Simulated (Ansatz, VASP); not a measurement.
# Be: VASP beside Ansatz

```
CELL_PARAMETERS angstrom
3.79612 0.00000 0.00000
0.00000 3.79612 0.00000
0.00000 0.00000 2.31130
ATOMIC_POSITIONS crystal
Be 0.29741 0.29741 0.00000
Be 0.70259 0.70259 0.00000
Be 0.20259 0.79741 0.50000
Be 0.79741 0.20259 0.50000
```

Change from the starting cell: volume scaled by 1.04, PAW files.

Alike in both runs: task electric field gradients; functional PBEsol; k mesh 9 × 9 × 14; occupations fermi-dirac, width 0.05 eV; no spin polarisation.

```csv
,VASP,Ansatz
version,VASP 6.6.1,Ansatz 0.2.0
potentials or method,"VASP PAW PBE potentials, release 64 (Be)","PAW with Ansatz's default frozen-core files, scalar-relativistic"
plane-wave cutoff (eV),520,420
valence electrons in the cell,8,8
```

|  | VASP | Ansatz | Ansatz less VASP |
| --- | --- | --- | --- |
| pressure (GPa) | -5.1 | -5.4 | -0.32 |
| traceless stress, the component that is largest in VASP (GPa) | -1.14 | -1.15 | -0.013 |
| rms of the force components (eV/Å) | 0.011 | 0.012 | +0.0018 |
| size of Vzz on the site where it differs most (V/Å²) | 1.7 | 1.4 | -0.33 |

VASP's potentials were made for PBE, not for PBEsol. Atom by atom the forces differ by 0.002 eV/Å (rms over components).
